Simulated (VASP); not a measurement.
Runs of VASP 6.6.1 on MgF2. The structure is that of space group P4_2/mnm (No. 136), or close to it. The cells are those of the table. 

```csv
cell,gap on the mesh (eV),pressure (GPa),largest force (eV/Å)
"a = 4.622, b = 4.622, c = 3.046 Å, 6 atoms",8.03,-1.5,0.01
"a = 4.521, b = 4.521, c = 2.993 Å, 6 atoms",8.48,5.9,0.01
"a = 4.722, b = 4.722, c = 3.093 Å, 6 atoms",(a),(b),0.01
"a = 4.572, b = 4.572, c = 3.019 Å, 6 atoms",8.25,1.9,0.01
"a = 4.672, b = 4.672, c = 3.071 Å, 6 atoms",7.83,-4.3,0.01
```

Alike in all rows: task single point; level r2SCAN; potentials or basis VASP PAW PBE potentials, release 64 (Mg, F); no spin polarisation; k mesh 6 × 6 × 8; cutoff (eV) 660; smearing gaussian 0.02 eV.

Question: Fill in the values left out.

Answer: (a) 7.64; (b) -6.7.

Caveats: the PAW data sets were made with another functional, which shifts forces and pressure a little; the cell stands under tension (at least some runs); the cell stands under pressure (at least some runs).

A k mesh can miss the band edges.
